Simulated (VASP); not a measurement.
# K2Ta2SbO4 (a cell with a defect) in VASP: further runs

Aim: see how the results for K2Ta2SbO4 (a cell with a defect) move with the level of theory and the settings. Levels: PBEsol+D3(BJ), PBEsol+D4. Tasks: single point.

Program: VASP 6.6.1. These are calculated values, not measurements. Logs are shortened: lines on timing, memory, paths and dates and some standing lists are left out, and cuts for length are marked.

## 1. The cell of the first run

The cell holds a defect, 9 atoms: a = 7.971 Å, b = 3.985 Å, c = 3.985 Å, α = 90.00°, β = 90.00°, γ = 90.00°.

## 2. Single point, PBEsol+D3(BJ), collinear spin

The input, INCAR:

```
SYSTEM = K2Ta2SbO4
ALGO = Normal
EDIFF = 1E-6
ENCUT = 520
GGA = PS
GGA_COMPAT = .FALSE.
ISIF = 2
ISMEAR = -1
ISPIN = 2
ISYM = -1
IVDW = 12
LASPH = .TRUE.
LCHARG = .FALSE.
LMAXMIX = 4
LORBIT = 11
LREAL = .FALSE.
LWAVE = .FALSE.
MAGMOM = 0 0 1 1 0 0 0 0 1
NBANDS = 48
NELECT = 67.0
NELM = 200
PREC = Accurate
SIGMA = 0.05
```

The input, KPOINTS:

```
explicit points
1
Reciprocal
  0.25000000   0.25000000   0.25000000 1
```

The input, POSCAR:

```
K2Ta2SbO4
1.0
    7.9708780000      0.0000000000      0.0000000000
    0.0000000000      3.9854390000      0.0000000000
    0.0000000000      0.0000000000      3.9854390000
K Ta O Sb
2 2 4 1
Direct
    0.0006740000      0.0039730000      0.0025980000
    0.5006170000      0.9964650000      0.0070350000
    0.2517200000      0.4972190000      0.5006860000
    0.7493560000      0.5051750000      0.4987980000
    0.7498220000      0.5040820000      0.9964300000
    0.0007950000      0.5052920000      0.4987210000
    0.2520990000      0.0025140000      0.5001260000
    0.7537790000      0.9951470000      0.4962230000
    0.4990620000      0.4961400000      0.5004240000
```

Potentials or basis: VASP PAW PBE potentials, release 64 (K_sv, Ta_pv, O, Sb).

Run with:

```console
$ cat potpaw_PBE.64/K_sv/POTCAR potpaw_PBE.64/Ta_pv/POTCAR potpaw_PBE.64/O/POTCAR potpaw_PBE.64/Sb/POTCAR > POTCAR
$ mpirun -np 1 vasp_std > vasp.out
```

OUTCAR:

```text
SYSTEM = K2Ta2SbO4
   EDIFF = 1E-6
   ENCUT = 520
   GGA = PS
   ISIF = 2
   ISMEAR = -1
   ISPIN = 2
   ISYM = -1
   IVDW = 12
   LASPH = .TRUE.
   LORBIT = 11
   LREAL = .FALSE.
   NELECT = 67.0
   NELM = 200
   PREC = Accurate
 IVDW          = 12

 ion  position               nearest neighbor table
   1  0.001  0.004  0.003-   8 2.78   6 2.80   6 2.81   8 2.82   7 2.82   5 2.82   5 2.82   6 2.83
                             6 2.83   7 2.83   3 3.44   3 3.45   4 3.45   4 3.45   4 3.46   3 3.47
   2  0.501  0.996  0.007-   7 2.79   5 2.79   9 2.80   9 2.80   8 2.81   7 2.83   5 2.84   9 2.84
                             9 2.84   8 2.87   4 3.41   3 3.43   3 3.43   4 3.44   4 3.45   3 3.46
   3  0.252  0.497  0.501-   9 1.97   7 1.97   6 2.00   7 2.01   2 3.43   2 3.43   1 3.44   1 3.45
                             2 3.46   2 3.46   1 3.47   1 3.48
   4  0.749  0.505  0.499-   8 1.95   5 1.98   9 2.00   5 2.00   6 2.00   8 2.03   2 3.41   2 3.44
                             1 3.45   2 3.45   1 3.45   1 3.46   1 3.47   2 3.48
   5  0.750  0.504  0.996-   4 1.98   4 2.00   2 2.79   9 2.81   1 2.82   1 2.82   9 2.83   2 2.84

   6  0.001  0.505  0.499-   3 2.00   4 2.00   1 2.80   1 2.81   1 2.83   1 2.83
   7  0.252  0.003  0.500-   3 1.97   3 2.01   9 2.78   2 2.79   9 2.82   1 2.82   2 2.83   1 2.83

   8  0.754  0.995  0.496-   4 1.95   4 2.03   1 2.78   2 2.81   1 2.82   9 2.84   9 2.85   2 2.87

   9  0.499  0.496  0.500-   3 1.97   4 2.00   7 2.78   2 2.80   2 2.80   5 2.81   7 2.82   5 2.83
                             2 2.84   2 2.84   8 2.84   8 2.85

IMPORTANT INFORMATION: All symmetrisations will be switched off!
NOSYMM: (Re-)initialisation of all symmetry stuff for point group C_1.

----------------------------------------------------------------------------------------

                                     Primitive cell

  volume of cell :     126.6072

  direct lattice vectors                    reciprocal lattice vectors
     7.970878000  0.000000000  0.000000000     0.125456694  0.000000000  0.000000000
     0.000000000  3.985439000  0.000000000     0.000000000  0.250913387  0.000000000
     0.000000000  0.000000000  3.985439000     0.000000000  0.000000000  0.250913387

  length of vectors
     7.970878000  3.985439000  3.985439000     0.125456694  0.250913387  0.250913387

  position of ions in fractional coordinates (direct lattice)
     0.000674000  0.003973000  0.002598000
     0.500617000  0.996465000  0.007035000
     0.251720000  0.497219000  0.500686000
     0.749356000  0.505175000  0.498798000
     0.749822000  0.504082000  0.996430000
     0.000795000  0.505292000  0.498721000
     0.252099000  0.002514000  0.500126000
     0.753779000  0.995147000  0.496223000
     0.499062000  0.496140000  0.500424000

  ion indices of the primitive-cell ions
   primitive index   ion index
                 1           1
                 2           2
                 3           3
                 4           4
                 5           5
                 6           6
                 7           7
                 8           8
                 9           9

----------------------------------------------------------------------------------------

 KPOINTS: explicit points

Read explicit list of k-points.

 Found      1 k-points:

 Following reciprocal coordinates:
            Coordinates               Weight
  0.250000  0.250000  0.250000      1.000000
   k-points           NKPTS =      1   k-points in BZ     NKDIM =      1   number of bands    NBANDS=     48
   number of dos      NEDOS =    301   number of ions     NIONS =      9
   total plane-waves  NPLWV =  54000
   dimension x,y,z NGX =    60 NGY =   30 NGZ =   30
   dimension x,y,z NGXF=   120 NGYF=   60 NGZF=   60
   ions per type =               2   2   4   1
   NGX,Y,Z   is equivalent  to a cutoff of  12.51, 12.51, 12.51 a.u.
   NGXF,Y,Z  is equivalent  to a cutoff of  25.03, 25.03, 25.03 a.u.
 SYSTEM =  K2Ta2SbO4
   PREC   = accura    normal or accurate (medium, high low for compatibility)
   ISTART =      0    job   : 0-new  1-cont  2-samecut
   ICHARG =      2    charge: 1-file 2-atom 10-const
   ISPIN  =      2    spin polarized calculation?
   LNONCOLLINEAR =      F non collinear calculations
   LSORBIT =      F    spin-orbit coupling
   LASPH  =      T    aspherical Exc in radial PAW
   ENCUT  =  520.0 eV  38.22 Ry    6.18 a.u.  14.82  7.41  7.41*2*pi/ulx,y,z
   NELM   =    200;   NELMIN=  2; NELMDL= -5     # of ELM steps
   EDIFF  = 0.1E-05   stopping-criterion for ELM
   LREAL  =      F    real-space projection
   EDIFFG = 0.1E-04   stopping-criterion for IOM
   NSW    =      0    number of steps for IOM
   IBRION =     -1    ionic relax: 0-MD 1-quasi-New 2-CG
   NFREE  =      0    steps in history (QN), initial steepest desc. (CG)
   ISIF   =      2    stress and relaxation
   ISYM   =     -1    0-nonsym 1-usesym 2-fastsym
   POTIM  = 0.5000    time-step for ionic-motion
   TEBEG  =    0.0;   TEEND  =   0.0 temperature during run
   PSTRESS=    0.0 pullay stress
   NELECT =      67.0000    total number of electrons
   NUPDOWN=      -1.0000    fix difference up-down
   EMIN   =  10.00;   EMAX   =-10.00  energy-range for DOS
   EFERMI =   0.00;   METHOD = LEGACY
   ISMEAR =    -1;   SIGMA  =   0.05  broadening in eV -4-tet -1-fermi 0-gaus
   EFERMI_NEDOS =   21; number of points for ismear=-14 and -15
   IALGO  =     38    algorithm
   IMIX   =      4    mixing-type and parameters
     AMIX     =   0.40;   BMIX     =  1.00
     AMIX_MAG =   1.60;   BMIX_MAG =  1.00
  volume/ion in A,a.u.               =      14.07        94.93
  Fermi-wavevector in a.u.,A,eV,Ry     =   1.324180  2.502337 23.857162  1.753452
  Thomas-Fermi vector in A             =   2.453733
   LORBIT       =     11    0 simple, 1 ext, 2 COOP (PROOUT), +10 PAW based schemes
   GGA     = PS    functional components
   LHFCALC =     F    Hartree Fock is set to
   AEXX    =    0.0000 exact exchange contribution
   IVDW    =    12    specifies the selected vdW correction
   LEPSILON=     F    determine dielectric tensor
   LRPA    =     F    only Hartree local field effects (RPA)
 spin polarized calculation
  energy-cutoff  :      520.00
  volume of cell :      126.61
 maximum number of plane-waves:      3410
 NGX is ok and might be reduce to    60
   NGX = 29   NGY = 15   NGZ = 15

 number of electron      66.9999990 magnetization       1.0126702

 Free energy of the ion-electron system (eV)
  ---------------------------------------------------
  ext. energy  EPLUGINS =         0.00000000
  ---------------------------------------------------
  free energy    TOTEN  =       -61.75024086 eV

  energy without entropy =      -61.72424499  energy(sigma->0) =      -61.73724292

 E-fermi :   3.9891     XC(G=0): -10.9998

 val. band max:        3.8477160762   @ k =   0.2500   0.2500   0.2500
 cond. band min:       4.1367412027   @ k =   0.2500   0.2500   0.2500
 fundamental gap:      0.2890251264
 Fermi energy:         3.9890797633

 spin component 1

 k-point     1 :       0.2500    0.2500    0.2500
  band No.  band energies     occupation
      1     -31.6058      1.00000
      2     -31.1884      1.00000
      3     -30.7990      1.00000
      4     -30.7662      1.00000
      5     -30.3392      1.00000
      6     -30.2556      1.00000
[... 37 lines left out ...]
     44      11.5609      0.00000
     45      11.9108      0.00000
 Fermi energy:         3.9890797633

 spin component 2

 k-point     1 :       0.2500    0.2500    0.2500
  band No.  band energies     occupation
      1     -31.5146      1.00000
      2     -31.1662      1.00000
      3     -30.6383      1.00000
      4     -30.4013      1.00000
      5     -30.3451      1.00000
      6     -30.2635      1.00000
[... 37 lines left out ...]
     44      11.7908      0.00000
     45      12.0627      0.00000
 [bands above 45 left out]

------------------------ aborting loop because EDIFF is reached ----------------------------------------

 Edisp (eV)   -3.00228

 E8    (eV) :    -2.0971

  FORCE on cell =-STRESS in cart. coord.  units (eV):
  Direction    XX          YY          ZZ          XY          YZ          ZX
  --------------------------------------------------------------------------------------
  -------------------------------------------------------------------------------------
  Total      86.20766    -9.91925   -10.78303     2.60934    -5.73475    -0.01746
  in kB    1090.93264  -125.52526  -136.45613    33.02049   -72.57159    -0.22100
  external pressure =      276.32 kB  Pullay stress =        0.00 kB

 VOLUME and BASIS-vectors are now :
 -----------------------------------------------------------------------------
  energy-cutoff  :      520.00
  volume of cell :      126.61
      direct lattice vectors                 reciprocal lattice vectors
     7.970878000  0.000000000  0.000000000     0.125456694  0.000000000  0.000000000
     0.000000000  3.985439000  0.000000000     0.000000000  0.250913387  0.000000000
     0.000000000  0.000000000  3.985439000     0.000000000  0.000000000  0.250913387

 POSITION                                       TOTAL-FORCE (eV/Angst)
 -----------------------------------------------------------------------------------
      0.00537      0.01583      0.01035        -0.438494      0.002381     -0.074049
      3.99036      3.97135      0.02804         0.578629      0.081464     -0.382913
      2.00643      1.98164      1.99545       -28.373461      0.181354     -0.461877
      5.97303      2.01334      1.98793        28.192545     -0.099018     -0.426275
      5.97674      2.00899      3.97121        -0.850535     -0.195247      0.406556
      0.00634      2.01381      1.98762         1.628366      0.018496      0.311524
      2.00945      0.01002      1.99322        -0.051651     -0.569205      0.122050
      6.00828      3.96610      1.97767        -0.558433      1.146892     -0.087634
      3.97796      1.97734      1.99441        -0.126967     -0.567116      0.592618
 -----------------------------------------------------------------------------------
    total drift:                                0.001637      0.000356     -0.000939

  FREE ENERGIE OF THE ION-ELECTRON SYSTEM (eV)
  ---------------------------------------------------
  free  energy   TOTEN  =       -64.7525201882 eV

  energy  without entropy=      -64.7265243134  energy(sigma->0) =      -64.73952225

 total charge

# of ion       s       p       d       tot
------------------------------------------
    1        1.956   5.559   0.033   7.547
    2        1.975   5.582   0.102   7.658
    3        0.395   6.243   2.492   9.130
    4        0.413   6.345   2.467   9.225
    5        1.572   3.402   0.000   4.974
    6        1.573   3.358   0.000   4.931
    7        1.573   3.388   0.000   4.961
    8        1.572   3.406   0.000   4.978
    9        1.339   1.754   0.114   3.207
--------------------------------------------------
tot         12.366  39.036   5.208  56.609

 magnetization (x)

# of ion       s       p       d       tot
------------------------------------------
    1        0.001   0.005   0.002   0.008
    2        0.001   0.008   0.005   0.014
    3        0.056  -0.011   0.331   0.376
    4       -0.007  -0.014  -0.019  -0.040
    5       -0.000  -0.006   0.000  -0.006
    6       -0.005  -0.036   0.000  -0.041
    7        0.003   0.074   0.000   0.077
    8        0.002   0.126   0.000   0.128
    9        0.003   0.020   0.004   0.027
--------------------------------------------------
tot          0.054   0.165   0.323   0.542
```

Run time: 45 s. Hardware: 1 thread of Intel Xeon Platinum 8488C (Sapphire Rapids), shared host; peak memory 0.26 GiB.

What came out:

| Quantity | Value |
| --- | --- |
| Free energy | -64.7525 eV |
| Largest force | 28.378 eV/Å |
| Net moment | 1.01 μB per cell |
| Site moments | K +0.01; Ta +0.38, -0.04; O -0.01, -0.04, +0.08, +0.13; Sb +0.03 μB |
| Valence electrons inside the program's atomic spheres | K 7.55, 7.66; Ta 9.13, 9.22; O 4.97, 4.93, 4.96, 4.98; Sb 3.21 |
| Dispersion energy per atom | -0.334 eV |

Forces on the atoms (eV/Å):
```
K    -0.438   0.002  -0.074
K     0.579   0.081  -0.383
Ta  -28.373   0.181  -0.462
Ta   28.193  -0.099  -0.426
O    -0.851  -0.195   0.407
O     1.628   0.018   0.312
O    -0.052  -0.569   0.122
O    -0.558   1.147  -0.088
Sb   -0.127  -0.567   0.593
```

Levels at points of the mesh, in eV from the Fermi level:
Spin up:
```csv
k point,band 32,band 33,band 34,band 35,band 36,band 37
"(0.25, 0.25, 0.25)",-1.41,-0.39,-0.26,0.22,2.00,2.27
```
Spin down:
```tsv
k point	band 31	band 32	band 33	band 34	band 35	band 36
(0.25, 0.25, 0.25)	-1.39	-1.28	-0.14	0.15	0.98	2.14
```

Caveat: the cell carries a net charge on a neutralising background, which shifts energy and pressure; the cell is charged against a uniform background, so pressure and absolute levels hang on convention; atoms lie so close that the PAW spheres overlap strongly, which falsifies energies and pressures; the PAW data sets were made with another functional, which shifts forces and pressure a little; spin-orbit coupling is left out, which moves the levels of the heavy elements.

## 3. Single point, PBEsol+D4, collinear spin

The input, INCAR:

```
SYSTEM = K2Ta2SbO4
PREC = Accurate ; ENCUT = 520
EDIFF = 1E-6 ; ISMEAR = -1
SIGMA = 0.05 ; LREAL = .FALSE.
LASPH = .TRUE. ; NELM = 200
ALGO = Normal ; ISIF = 2
LWAVE = .FALSE. ; LCHARG = .FALSE.
ISPIN = 2 ; MAGMOM = 0 0 1 1 0 0 0 0 1
LORBIT = 11 ; LMAXMIX = 4
GGA = PS ; IVDW = 13
ISYM = -1 ; NBANDS = 48
GGA_COMPAT = .FALSE.
```

KPOINTS is that of step 2.

POSCAR is that of step 2.

Potentials or basis: VASP PAW PBE potentials, release 64 (K_sv, Ta_pv, O, Sb).

Run with:

```console
$ cat potpaw_PBE.64/K_sv/POTCAR potpaw_PBE.64/Ta_pv/POTCAR potpaw_PBE.64/O/POTCAR potpaw_PBE.64/Sb/POTCAR > POTCAR
$ mpirun -np 1 vasp_std > vasp.out
```

Wall time 35 s (1 thread of Intel Xeon Platinum 8488C (Sapphire Rapids), shared host); peak memory 0.25 GiB.

The run converged. Its results:

- Free energy: -53.9292 eV
- Pressure: 60.4 GPa
- Largest force: 27.428 eV/Å
- Net moment: 0.99 μB per cell
- Site moments: K +0.01, -0.00; Ta +0.44, +0.10; O -0.00, +0.08, -0.01 (each value once); Sb +0.17 μB
- Valence electrons inside the program's atomic spheres: K 7.59, 7.72; Ta 9.36, 9.42; O 5.04, 5.03, 5.05 (each value once); Sb 3.51
- Dispersion energy per atom: -0.128 eV

Forces on the atoms (eV/Å):
```
K    -0.324  -0.001  -0.058
K     0.404   0.104  -0.326
Ta  -27.427   0.078  -0.301
Ta   26.887   0.328  -1.040
O     0.089  -0.103   0.573
O     1.051  -0.182   0.402
O    -0.933  -0.150  -0.027
O     0.440   0.437  -0.047
Sb   -0.187  -0.509   0.825
```

Stress tensor (GPa, compression positive):
```
152.50  -0.15  -0.99
 -0.15  16.40  -7.99
 -0.99  -7.99  12.27
```

Levels at points of the mesh, in eV from the Fermi level:
Spin up:
| k point | band 31 | band 32 | band 33 | band 34 | band 35 | band 36 | band 37 | band 38 | band 39 | band 40 |
| --- | --- | --- | --- | --- | --- | --- | --- | --- | --- | --- |
| (0.25, 0.25, 0.25) | -2.74 | -2.30 | -0.99 | -0.82 | -0.27 | 1.28 | 1.69 | 1.88 | 2.73 | 3.67 |
Spin down:
| k point | band 30 | band 31 | band 32 | band 33 | band 34 | band 35 | band 36 | band 37 | band 38 | band 39 |
| --- | --- | --- | --- | --- | --- | --- | --- | --- | --- | --- |
| (0.25, 0.25, 0.25) | -2.82 | -2.70 | -2.16 | -0.87 | -0.39 | 0.26 | 1.42 | 1.93 | 2.03 | 2.76 |

Caveat: atoms lie so close that the PAW spheres overlap strongly, which falsifies energies and pressures; the PAW data sets were made with another functional, which shifts forces and pressure a little; spin-orbit coupling is left out, which moves the levels of the heavy elements.
